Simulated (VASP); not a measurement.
A run of VASP 6.6.1 is set up as follows.

The input INCAR:

```
ALGO = Normal
EDIFF = 1E-6
ENCUT = 520
GGA = PE
ISIF = 2
ISMEAR = 0
IVDW = 12
LASPH = True
LCHARG = False
LREAL = False
LWAVE = False
NBANDS = 28
NELM = 80
PREC = Accurate
SIGMA = 0.05
```

KPOINTS

```
k-points
0
Gamma
  8 8 8
```

POSCAR

```
SnSe
1.0
    2.0279326422     -5.5074133590      0.0000000000
    2.0279326422      5.5074133590      0.0000000000
    0.0000000000      0.0000000000      4.8760722872
Sn Se
2 2
Direct
    0.8800000000      0.1200000000      0.2500000000
    0.1200000000      0.8800000000      0.7500000000
    0.6440000000      0.3560000000      0.2500000000
    0.3560000000      0.6440000000      0.7500000000
```

Potentials or basis: VASP PAW PBE potentials, release 64 (Sn_d, Se).

Launch:

```console
$ cat potpaw_PBE.64/Sn_d/POTCAR potpaw_PBE.64/Se/POTCAR > POTCAR
$ mpirun -np 1 vasp_std > vasp.out
```

Estimate the band gap on the k mesh.

0.32 eV (least direct gap 0.78 eV).

Estimate the largest force.

0.753 eV/Å.

Estimate the pressure.

-0.8 GPa.

Stress tensor (GPa, compression positive):
```
-1.32  0.00  0.00
 0.00  5.83  0.00
 0.00  0.00 -6.93
```

Caveat: the stress differs along the axes, from -7 to 6 GPa; semilocal functionals underestimate gaps, and a narrow one can read as zero; spin-orbit coupling is left out, which moves the levels of the heavy elements. A k mesh can miss the band edges.
